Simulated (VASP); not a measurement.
# Ni (Fm-3m) in VASP: notebook

Runs on Ni. Level: PBEsol. Tasks: single point.

Everything below comes from runs of VASP 6.6.1. Logs are shortened: lines on timing, memory, paths and dates and some standing lists are left out, and cuts for length are marked.

## 1. The cell of the first run

The structure is cubic, space group Fm-3m (No. 225). The conventional cell has a = 3.475 Å, b = 3.475 Å, c = 3.475 Å, α = 90.00°, β = 90.00°, γ = 90.00°. Ni (site symmetry m-3m) has 12 Ni at 2.46 Å within 3.2 Å.

## 2. Single point, PBEsol, collinear spin, ferromagnetic start

INCAR reads:

```
PREC     = Accurate       # precision mode
ENCUT    = 520            # plane-wave cutoff, eV
EDIFF    = 1E-6           # SCF threshold, eV
ISMEAR   = -1             # smearing method
SIGMA    = 0.05           # smearing width, eV
LREAL    = F              # projectors in reciprocal space
LASPH    = T              # aspherical terms in the spheres
NELM     = 150            # most SCF steps
ALGO     = Normal         # electronic algorithm
ISIF     = 2              # what is computed and relaxed
LWAVE    = F              # write WAVECAR
LCHARG   = F              # write CHGCAR
ISPIN    = 2              # spin polarisation
MAGMOM   = 0.8            # initial moments
LORBIT   = 11             # projections on sites
NUPDOWN  = 0.8            # fixed moment
LMAXMIX  = 4              # l up to which the mixer works
GGA      = PS             # functional
NBANDS   = 15             # bands
```

KPOINTS reads:

```
regular mesh
0
Gamma
  11 11 11
```

POSCAR reads:

```
Ni
1.0
    0.0000000000      1.7375729330      1.7375729330
    1.7375729330      0.0000000000      1.7375729330
    1.7375729330      1.7375729330      0.0000000000
Ni
1
Direct
    0.0000000000      0.0000000000      0.0000000000
```

Potentials or basis: VASP PAW PBE potentials, release 64 (Ni).

Run with:

```bash
cat potpaw_PBE.64/Ni/POTCAR > POTCAR
mpirun -np 1 vasp_std > vasp.out
```

OUTCAR:

```text
PREC = Accurate
   ENCUT = 520
   EDIFF = 1E-6
   ISMEAR = -1
   LREAL = F
   LASPH = T
   NELM = 150
   ISIF = 2
   ISPIN = 2
   LORBIT = 11
   NUPDOWN = 0.8
   GGA = PS

 ion  position               nearest neighbor table
   1  0.000  0.000  0.000-

  LATTYP: Found a face centered cubic cell.
 ALAT       =     3.4751458660

  Lattice vectors:

 A1 = (   0.0000000000,   1.7375729330,   1.7375729330)
 A2 = (   1.7375729330,   0.0000000000,   1.7375729330)
 A3 = (   1.7375729330,   1.7375729330,   0.0000000000)

Analysis of symmetry for initial positions (statically):
=====================================================================
 Subroutine PRICEL returns:
 Original cell was already a primitive cell.

 Routine SETGRP: Setting up the symmetry group for a
 face centered cubic supercell.

 Subroutine GETGRP returns: Found 48 space group operations
 (whereof 48 operations were pure point group operations)
 out of a pool of 48 trial point group operations.

The static configuration has the point symmetry O_h .

Analysis of symmetry for dynamics (positions and initial velocities):
=====================================================================
 Subroutine PRICEL returns:
 Original cell was already a primitive cell.

 Routine SETGRP: Setting up the symmetry group for a
 face centered cubic supercell.

 Subroutine GETGRP returns: Found 48 space group operations
 (whereof 48 operations were pure point group operations)
 out of a pool of 48 trial point group operations.

The dynamic configuration has the point symmetry O_h .

Analysis of structural, dynamic, and magnetic symmetry:
=====================================================================
 Subroutine PRICEL returns:
 Original cell was already a primitive cell.

 Routine SETGRP: Setting up the symmetry group for a
 face centered cubic supercell.

 Subroutine GETGRP returns: Found 48 space group operations
 (whereof 48 operations were pure point group operations)
 out of a pool of 48 trial point group operations.

The overall configuration has the point symmetry O_h .

 Subroutine INISYM returns: Found 48 space group operations
 (whereof 48 operations are pure point group operations),
 and found     1 'primitive' translations

----------------------------------------------------------------------------------------

                                     Primitive cell

  volume of cell :      10.4920

  direct lattice vectors                    reciprocal lattice vectors
     0.000000000  1.737572933  1.737572933    -0.287757705  0.287757705  0.287757705
     1.737572933  0.000000000  1.737572933     0.287757705 -0.287757705  0.287757705
     1.737572933  1.737572933  0.000000000     0.287757705  0.287757705 -0.287757705

  length of vectors
     2.457299207  2.457299207  2.457299207     0.498410966  0.498410966  0.498410966

  position of ions in fractional coordinates (direct lattice)
     0.000000000  0.000000000  0.000000000

  ion indices of the primitive-cell ions
   primitive index   ion index
                 1           1

----------------------------------------------------------------------------------------

 KPOINTS: regular mesh

Automatic generation of k-mesh.
 Grid dimensions read from file:
 generate k-points for:   11   11   11

 Generating k-lattice:

  Cartesian coordinates                     Fractional coordinates (reciprocal lattice)
    -0.026159791  0.026159791  0.026159791     0.090909091  0.000000000  0.000000000
     0.026159791 -0.026159791  0.026159791     0.000000000  0.090909091  0.000000000
     0.026159791  0.026159791 -0.026159791     0.000000000  0.000000000  0.090909091

  Length of vectors
     0.045310088  0.045310088  0.045310088

  Shift w.r.t. Gamma in fractional coordinates (k-lattice)
     0.000000000  0.000000000  0.000000000

 Subroutine IBZKPT returns following result:
 ===========================================

 Found     56 irreducible k-points:

 Following reciprocal coordinates:
            Coordinates               Weight
  0.000000  0.000000  0.000000      1.000000
  0.090909  0.000000  0.000000      8.000000
  0.181818  0.000000  0.000000      8.000000
  0.272727  0.000000  0.000000      8.000000
  0.363636  0.000000  0.000000      8.000000
  0.454545  0.000000  0.000000      8.000000
[... 16 lines left out ...]
 -0.272727  0.181818  0.000000     24.000000
 -0.181818  0.181818  0.000000     12.000000
 [... further k-points ...]
   k-points           NKPTS =     56   k-points in BZ     NKDIM =     56   number of bands    NBANDS=     15
   number of dos      NEDOS =    301   number of ions     NIONS =      1
   total plane-waves  NPLWV =   5832
   dimension x,y,z NGX =    18 NGY =   18 NGZ =   18
   dimension x,y,z NGXF=    36 NGYF=   36 NGZF=   36
   ions per type =               1
   NGX,Y,Z   is equivalent  to a cutoff of  12.18, 12.18, 12.18 a.u.
   NGXF,Y,Z  is equivalent  to a cutoff of  24.36, 24.36, 24.36 a.u.
 SYSTEM =  unknown system
   PREC   = accura    normal or accurate (medium, high low for compatibility)
   ISTART =      0    job   : 0-new  1-cont  2-samecut
   ICHARG =      2    charge: 1-file 2-atom 10-const
   ISPIN  =      2    spin polarized calculation?
   LNONCOLLINEAR =      F non collinear calculations
   LSORBIT =      F    spin-orbit coupling
   LASPH  =      T    aspherical Exc in radial PAW
   ENCUT  =  520.0 eV  38.22 Ry    6.18 a.u.   4.57  4.57  4.57*2*pi/ulx,y,z
   NELM   =    150;   NELMIN=  2; NELMDL= -5     # of ELM steps
   EDIFF  = 0.1E-05   stopping-criterion for ELM
   LREAL  =      F    real-space projection
   EDIFFG = 0.1E-04   stopping-criterion for IOM
   NSW    =      0    number of steps for IOM
   IBRION =     -1    ionic relax: 0-MD 1-quasi-New 2-CG
   NFREE  =      0    steps in history (QN), initial steepest desc. (CG)
   ISIF   =      2    stress and relaxation
   ISYM   =      2    0-nonsym 1-usesym 2-fastsym
   POTIM  = 0.5000    time-step for ionic-motion
   TEBEG  =    0.0;   TEEND  =   0.0 temperature during run
   PSTRESS=    0.0 pullay stress
   NELECT =      10.0000    total number of electrons
   NUPDOWN=       0.8000    fix difference up-down
   EMIN   =  10.00;   EMAX   =-10.00  energy-range for DOS
   EFERMI =   0.00;   METHOD = LEGACY
   ISMEAR =    -1;   SIGMA  =   0.05  broadening in eV -4-tet -1-fermi 0-gaus
   EFERMI_NEDOS =   21; number of points for ismear=-14 and -15
   IALGO  =     38    algorithm
   IMIX   =      4    mixing-type and parameters
     AMIX     =   0.40;   BMIX     =  1.00
     AMIX_MAG =   1.60;   BMIX_MAG =  1.00
  volume/ion in A,a.u.               =      10.49        70.80
  Fermi-wavevector in a.u.,A,eV,Ry     =   1.611097  3.044533 35.315755  2.595635
  Thomas-Fermi vector in A             =   2.706542
   LORBIT       =     11    0 simple, 1 ext, 2 COOP (PROOUT), +10 PAW based schemes
   GGA     = PS    functional components
   LHFCALC =     F    Hartree Fock is set to
   AEXX    =    0.0000 exact exchange contribution
   IVDW    =     0    specifies the selected vdW correction
   LEPSILON=     F    determine dielectric tensor
   LRPA    =     F    only Hartree local field effects (RPA)
 spin polarized calculation
  energy-cutoff  :      520.00
  volume of cell :       10.49
 maximum number of plane-waves:       295
   NGX =  9   NGY =  9   NGZ =  9

 number of electron      10.0000000 magnetization       0.8000000

 number of electron       9.9999998 magnetization       0.7999999

 Free energy of the ion-electron system (eV)
  ---------------------------------------------------
  ext. energy  EPLUGINS =         0.00000000
  ---------------------------------------------------
  free energy    TOTEN  =        -6.11205267 eV

  energy without entropy =       -6.09830484  energy(sigma->0) =       -6.10517876

 E-fermi :   9.6790     XC(G=0): -13.6583

 val. band max:       10.0034281100   @ k =  -0.1818   0.2727   0.0909
 cond. band min:       9.6932662492   @ k =   0.3636   0.0909   0.0000
 fundamental gap:     -0.3101618609
 Fermi energy:        10.0966371399

 spin component 1

 k-point     1 :       0.0000    0.0000    0.0000
  band No.  band energies     occupation
      1       0.3718      1.00000
      2       7.0598      1.00000
      3       7.0598      1.00000
      4       7.0598      1.00000
      5       8.2789      1.00000
      6       8.2789      1.00000
      7      33.7073      0.00000
      8      37.8126      0.00000
      9      37.8126      0.00000
     10      37.8126      0.00000
     11      40.8350      0.00000
     12      40.8350      0.00000
     13      40.8350      0.00000
     14      43.8100      0.00000
     15      50.4513      0.00000
[... 397 lines left out ...]
 k-point    24 :      -0.1818    0.1818    0.0000
  band No.  band energies     occupation
      1       3.5048      1.00000
      2       6.4406      1.00000
      3       7.1753      1.00000
      4       7.7152      1.00000
      5       7.8319      1.00000
      6       9.0832      1.00000
      7      25.3132      0.00000
      8      26.1720      0.00000
      9      36.1962      0.00000
     10      37.2712      0.00000
     11      39.3025      0.00000
     12      42.4075      0.00000
     13      43.2075      0.00000
     14      48.7760      0.00000
     15      51.9793      0.00000

 [... further k-points ...]

 spin component 2

 k-point     1 :       0.0000    0.0000    0.0000
  band No.  band energies     occupation
      1       0.4076      1.00000
      2       7.9433      1.00000
      3       7.9433      1.00000
      4       7.9433      1.00000
      5       9.0669      1.00000
      6       9.0669      1.00000
      7      33.6220      0.00000
      8      37.8659      0.00000
      9      37.8659      0.00000
     10      37.8659      0.00000
     11      41.0243      0.00000
     12      41.0243      0.00000
     13      41.0243      0.00000
     14      43.7623      0.00000
     15      50.7230      0.00000
[... 397 lines left out ...]
 k-point    24 :      -0.1818    0.1818    0.0000
  band No.  band energies     occupation
      1       3.5909      1.00000
      2       7.2331      1.00000
      3       7.9554      1.00000
      4       8.5850      1.00000
      5       8.6381      1.00000
      6       9.9337      0.00610
      7      25.5578      0.00000
      8      26.3369      0.00000
      9      36.2386      0.00000
     10      37.4193      0.00000
     11      39.2901      0.00000
     12      42.5456      0.00000
     13      43.3974      0.00000
     14      49.0882      0.00000
     15      52.0246      0.00000

 [... further k-points ...]
[... 5 lines left out ...]
  --------------------------------------------------------------------------------------
  -------------------------------------------------------------------------------------
  Total       -0.0445268     -0.0445268     -0.0445268     -0.0000000      0.0000000      0.0000000
  in kB       -6.7994340     -6.7994340     -6.7994340     -0.0000000      0.0000000      0.0000000
  external PRESSURE =      -6.7994340 kB  Pullay stress =       0.0000000 kB

 VOLUME and BASIS-vectors are now :
 -----------------------------------------------------------------------------
  energy-cutoff  :      520.00
  volume of cell :       10.49
      direct lattice vectors                 reciprocal lattice vectors
     0.000000000  1.737572933  1.737572933    -0.287757705  0.287757705  0.287757705
     1.737572933  0.000000000  1.737572933     0.287757705 -0.287757705  0.287757705
     1.737572933  1.737572933  0.000000000     0.287757705  0.287757705 -0.287757705

 POSITION                                       TOTAL-FORCE (eV/Angst)
 -----------------------------------------------------------------------------------
      0.00000      0.00000      0.00000         0.000000     -0.000000      0.000000
 -----------------------------------------------------------------------------------
    total drift:                                0.000000     -0.000000      0.000000

  FREE ENERGIE OF THE ION-ELECTRON SYSTEM (eV)
  ---------------------------------------------------
  free  energy   TOTEN  =        -6.1120526707 eV

  energy  without entropy=       -6.0983048448  energy(sigma->0) =       -6.10517876

 total charge

# of ion       s       p       d       tot
------------------------------------------
    1        0.522   0.546   8.309   9.376

 magnetization (x)

# of ion       s       p       d       tot
------------------------------------------
    1       -0.000  -0.016   0.818   0.801
```

Run time: 11 s. Hardware: 1 thread of Intel Xeon 6975P-C, shared host; peak memory 0.13 GiB.

Results:

| Quantity | Value |
| --- | --- |
| Free energy | -6.1121 eV |
| Pressure | -0.7 GPa |
| Net moment | 0.80 μB per cell |
| Site moments | Ni +0.80 μB |
| Valence electrons inside the program's atomic spheres | Ni 9.38 |

Caveat: the PAW data sets were made with another functional, which shifts forces and pressure a little; the total moment is fixed, so each spin has its own Fermi level.

(Part 1 of 2 ends here.)
